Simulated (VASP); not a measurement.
# BaHfO3 (Pm-3m) in VASP: vibrations by perturbation theory with LDA

Aim: the vibrations by perturbation theory of BaHfO3 with LDA.

Everything below comes from runs of VASP 6.6.1. Logs are shortened: lines on timing, memory, paths and dates and some standing lists are left out, and cuts for length are marked.

### 1 The cell of the first run

The structure is cubic, space group Pm-3m (No. 221). Conventional cell: a = 4.122 Å, b = 4.122 Å, c = 4.122 Å, α = 90.00°, β = 90.00°, γ = 90.00°. Ba (site symmetry m-3m) has 12 O at 2.91 Å and 8 Hf at 3.57 Å within 3.8 Å. Within 2.7 Å of Hf (site symmetry m-3m) lie 6 O at 2.06 Å. O (site symmetry 4/mmm) has 2 Hf at 2.06 Å within 2.7 Å.

### 2 Vibrations by perturbation theory, LDA

The input, INCAR:

```
  PREC = Accurate
  ENCUT = 520
  EDIFF = 1E-8
  ISMEAR = 0
  SIGMA = 0.01
  LREAL = F
  LASPH = T
  NELM = 100
  ALGO = Normal
  ISIF = 2
  LWAVE = F
  LCHARG = F
  IBRION = 8
  NSW = 1
  LEPSILON = T
```

The input, KPOINTS:

```
regular mesh
0
Gamma
  8 8 8
```

The input, POSCAR:

```
BaHfO3
1.0
    4.1217690530      0.0000000000      0.0000000000
    0.0000000000      4.1217690530      0.0000000000
    0.0000000000      0.0000000000      4.1217690530
Ba Hf O
1 1 3
Direct
    0.5000000000      0.5000000000      0.5000000000
    0.0000000000      0.0000000000      0.0000000000
    0.0000000000      0.5000000000      0.0000000000
    0.5000000000      0.0000000000      0.0000000000
    0.0000000000      0.0000000000      0.5000000000
```

Potentials or basis: VASP PAW LDA potentials, release 64 (Ba_sv, Hf_pv, O).

Command:

```
$ cat potpaw_LDA.64/Ba_sv/POTCAR potpaw_LDA.64/Hf_pv/POTCAR potpaw_LDA.64/O/POTCAR > POTCAR
$ mpirun -np 1 vasp_std > vasp.out
```

OUTCAR:

```text
PREC = Accurate
   ENCUT = 520
   EDIFF = 1E-8
   ISMEAR = 0
   LREAL = F
   LASPH = T
   NELM = 100
   ISIF = 2
   IBRION = 8
   NSW = 1
   LEPSILON = T

 ion  position               nearest neighbor table
   1  0.500  0.500  0.500-   3 2.91   4 2.91   5 2.91   3 2.91   4 2.91   4 2.91   5 2.91   4 2.91
                             3 2.91   5 2.91   3 2.91   5 2.91   2 3.57   2 3.57   2 3.57   2 3.57
   2  0.000  0.000  0.000-   3 2.06   4 2.06   5 2.06   5 2.06   3 2.06   4 2.06   1 3.57   1 3.57
                             1 3.57   1 3.57   1 3.57   1 3.57   1 3.57   1 3.57
   3  0.000  0.500  0.000-   2 2.06   2 2.06   1 2.91   1 2.91   1 2.91   1 2.91
   4  0.500  0.000  0.000-   2 2.06   2 2.06   1 2.91   1 2.91   1 2.91   1 2.91
   5  0.000  0.000  0.500-   2 2.06   2 2.06   1 2.91   1 2.91   1 2.91   1 2.91

  LATTYP: Found a simple cubic cell.
 ALAT       =     4.1217690530

  Lattice vectors:

 A1 = (   4.1217690530,   0.0000000000,   0.0000000000)
 A2 = (   0.0000000000,   4.1217690530,   0.0000000000)
 A3 = (   0.0000000000,   0.0000000000,   4.1217690530)

Analysis of symmetry for initial positions (statically):
=====================================================================
 Subroutine PRICEL returns:
 Original cell was already a primitive cell.

 Routine SETGRP: Setting up the symmetry group for a
 simple cubic supercell.

 Subroutine GETGRP returns: Found 48 space group operations
 (whereof 48 operations were pure point group operations)
 out of a pool of 48 trial point group operations.

[... 935 lines left out ...]
  x     0.00000     0.00000     0.00000     0.00000     0.00000     0.00000
  y     0.00000     0.00000     0.00000     0.00000     0.00000     0.00000
  z     0.00000     0.00000     0.00000     0.00000     0.00000     0.00000

 SECOND DERIVATIVES (NOT SYMMETRIZED)
 ------------------------------------
               1X          1Y          1Z          2X          2Y          2Z          3X          3Y          3Z          4X          4Y          4Z          5X          5Y          5Z
  1X    -4.509908    0.000000   -0.000000    3.831841   -0.000000    0.000000   -0.256621    0.000000   -0.000000    1.191310    0.000000    0.000000   -0.256621    0.000000    0.000000
  1Y    -0.000000   -4.509908   -0.000000   -0.000000    3.831841    0.000000    0.000000    1.191310    0.000000    0.000000   -0.256621    0.000000    0.000000   -0.256621    0.000000
  1Z    -0.000000   -0.000000   -4.509908    0.000000    0.000000    3.831841    0.000000    0.000000   -0.256621    0.000000   -0.000000   -0.256621    0.000000    0.000000    1.191310
  2X     3.825939    0.000000   -0.000000  -11.383367    0.000000    0.000000    0.366136   -0.000000   -0.000000    6.825156    0.000000    0.000000    0.366136   -0.000000    0.000000
  2Y     0.000000    3.825939    0.000000    0.000000  -11.383367   -0.000000    0.000000    6.825156    0.000000   -0.000000    0.366136   -0.000000   -0.000000    0.366136   -0.000000
  2Z     0.000000    0.000000    3.825939   -0.000000   -0.000000  -11.383367    0.000000    0.000000    0.366136    0.000000    0.000000    0.366136   -0.000000   -0.000000    6.825156
  3X    -0.249275    0.000000    0.000000    0.370614    0.000000    0.000000   -3.160846    0.000000    0.000000    3.598144    0.000000    0.000000   -0.558637    0.000000    0.000000
  3Y     0.000000    1.198638   -0.000000   -0.000000    6.836659   -0.000000   -0.000000  -15.242232    0.000000   -0.000000    3.603468    0.000000    0.000000    3.603468   -0.000000
  3Z     0.000000    0.000000   -0.249275    0.000000    0.000000    0.370614    0.000000    0.000000   -3.160846    0.000000    0.000000   -0.558637    0.000000    0.000000    3.598144
  4X     1.198638    0.000000   -0.000000    6.836659   -0.000000   -0.000000    3.603468   -0.000000   -0.000000  -15.242232   -0.000000    0.000000    3.603468    0.000000   -0.000000
  4Y     0.000000   -0.249275    0.000000    0.000000    0.370614    0.000000    0.000000    3.598144    0.000000    0.000000   -3.160846    0.000000    0.000000   -0.558637    0.000000
  4Z     0.000000    0.000000   -0.249275    0.000000    0.000000    0.370614    0.000000    0.000000   -0.558637    0.000000    0.000000   -3.160846    0.000000    0.000000    3.598144
  5X    -0.249275    0.000000    0.000000    0.370614    0.000000    0.000000   -0.558637    0.000000    0.000000    3.598144    0.000000    0.000000   -3.160846    0.000000    0.000000
  5Y     0.000000   -0.249275    0.000000    0.000000    0.370614    0.000000    0.000000    3.598144    0.000000    0.000000   -0.558637    0.000000    0.000000   -3.160846    0.000000
  5Z     0.000000    0.000000    1.198638   -0.000000    0.000000    6.836659    0.000000    0.000000    3.603468   -0.000000   -0.000000    3.603468    0.000000   -0.000000  -15.242232

 Eigenvectors and eigenvalues of the dynamical matrix
 ----------------------------------------------------

   1 f  =   16.298287 THz   102.405157 2PiTHz  543.652332 cm-1    67.404268 meV
             X         Y         Z           dx          dy          dz
      2.060885  2.060885  2.060885    -0.022408   -0.000633    0.000000
      0.000000  0.000000  0.000000    -0.112473   -0.003177   -0.000000
      0.000000  2.060885  0.000000    -0.244428    0.026291    0.000000
      2.060885  0.000000  0.000000     0.930892   -0.006903   -0.000000
      0.000000  0.000000  2.060885    -0.244428   -0.006903   -0.000000
[... 105 lines left out ...]
  15 f/i=    0.006825 THz     0.042883 2PiTHz    0.227657 cm-1     0.028226 meV
             X         Y         Z           dx          dy          dz
      2.060885  2.060885  2.060885    -0.354665   -0.502581    0.009883
      0.000000  0.000000  0.000000    -0.403730   -0.572109    0.011250
      0.000000  2.060885  0.000000    -0.120476   -0.170876    0.003357
      2.060885  0.000000  0.000000    -0.120585   -0.170722    0.003357
      0.000000  0.000000  2.060885    -0.120476   -0.170722    0.003360

--------------------------------------------------------------------------------------------------------

 MACROSCOPIC STATIC DIELECTRIC TENSOR IONIC CONTRIBUTION
 ------------------------------------------------------
          31.375736     0.000000     0.000000
           0.000000    31.375736    -0.000000
          -0.000000    -0.000000    31.375736
 ------------------------------------------------------

 ELASTIC MODULI CONTR FROM IONIC RELAXATION (kBar)
 Direction    XX          YY          ZZ          XY          YZ          ZX
 --------------------------------------------------------------------------------
 XX           0.0000      0.0000      0.0000      0.0000      0.0000      0.0000
 YY           0.0000      0.0000      0.0000      0.0000      0.0000      0.0000
 ZZ           0.0000      0.0000      0.0000      0.0000      0.0000      0.0000
 XY           0.0000      0.0000      0.0000      0.0000      0.0000      0.0000
 YZ           0.0000      0.0000      0.0000      0.0000      0.0000      0.0000
 ZX           0.0000      0.0000      0.0000      0.0000      0.0000      0.0000
 --------------------------------------------------------------------------------

 PIEZOELECTRIC TENSOR IONIC CONTR  for field in x, y, z        (C/m^2)
          XX          YY          ZZ          XY          YZ          ZX
  --------------------------------------------------------------------------------
  x     0.00000     0.00000     0.00000     0.00000     0.00000     0.00000
  y     0.00000     0.00000     0.00000     0.00000     0.00000     0.00000
  z     0.00000     0.00000     0.00000     0.00000     0.00000     0.00000
```

OSZICAR:

```text
N       E                     dE             d eps       ncg     rms          rms(c)
DAV:   1     0.235625212401E+03    0.23563E+03   -0.21043E+04  1610   0.159E+03
DAV:   2    -0.420756820961E+02   -0.27770E+03   -0.27231E+03  2175   0.354E+02
DAV:   3    -0.541079051908E+02   -0.12032E+02   -0.12013E+02  2081   0.750E+01
DAV:   4    -0.544316414138E+02   -0.32374E+00   -0.32365E+00  2446   0.889E+00
[... 276 lines left out ...]
RMM:  11    -0.370586292236E+00    0.84927E-07   -0.93754E-08  6992   0.140E-04    0.996E-05
RMM:  12    -0.370586247307E+00    0.44930E-07   -0.24005E-07  6836   0.117E-04    0.229E-05
RMM:  13    -0.370586288917E+00   -0.41610E-07    0.17554E-10  6778   0.975E-05    0.594E-06
RMM:  14    -0.370586280262E+00    0.86546E-08   -0.15460E-07  6428   0.919E-05    0.249E-06
RMM:  15    -0.370586277720E+00    0.25421E-08    0.50240E-08  5830   0.899E-05    0.508E-07
 Linear response finished
```

stdout:

```text
POSCAR found type information on POSCAR BaHfO
 POSCAR found :  3 types and       5 ions
 scaLAPACK will be used
 LDA part: xc-table for (Slater(with rela. corr.)+CA(PZ))
 , standard interpolation
 POSCAR, INCAR and KPOINTS ok, starting setup
 FFT: planning ... GRIDC
 FFT: planning ... GRID_SOFT
 FFT: planning ... GRID
 WAVECAR not read
[... 33 lines left out ...]
 force on displaced ion       2 direction 1 : -11.383  -0.000  -0.000
 Born effective charge ion    2 direction 1 :   5.858   0.000   0.000
 Linear response progress:
 first order change of Fermi-energy  -0.11819E-03
 force on displaced ion       3 direction 1 :  -3.161   0.000   0.000
 Born effective charge ion    3 direction 1 :  -2.030   0.000   0.000
 Linear response progress:
 first order change of Fermi-energy  -0.34742E-02
 force on displaced ion       3 direction 2 :  -0.000 -15.242   0.000
 Born effective charge ion    3 direction 2 :   0.000  -4.548   0.000
 Born effective charges drift removed
 Linear response finished
```

It took 11 min on 1 thread of Intel Xeon 6975P-C (Granite Rapids), shared host; peak memory 0.65 GiB.

What came out:

* Electronic dielectric tensor (diagonal): 4.74
* Born charges (mean of the diagonal): Ba +2.75; Hf +5.86; O -2.87 e
* Highest phonon frequency at Γ, LO-TO splitting left out: 544 cm⁻¹

Phonon frequencies in cm⁻¹ (negative: imaginary):
```tsv
q point	frequencies
(0.000, 0.000, 0.000)	0 0 0 117 117 117 198 198 198 210 210 210 544 544 544
```

Electronic dielectric tensor:
```
4.74 0.00 0.00
0.00 4.74 0.00
0.00 0.00 4.74
```

Born effective charge tensors (e):
atom 1, Ba
```
2.75 0.00 0.00
0.00 2.75 0.00
0.00 0.00 2.75
```
atom 2, Hf
```
5.86 0.00 0.00
0.00 5.86 0.00
0.00 0.00 5.86
```
atom 3, O
```
-2.03  0.00  0.00
 0.00 -4.55  0.00
 0.00  0.00 -2.03
```
atom 4, O
```
-4.55  0.00  0.00
 0.00 -2.03  0.00
 0.00  0.00 -2.03
```
atom 5, O
```
-2.03  0.00  0.00
 0.00 -2.03  0.00
 0.00  0.00 -4.55
```

Caveat: spin-orbit coupling is left out, which moves the levels of the heavy elements.
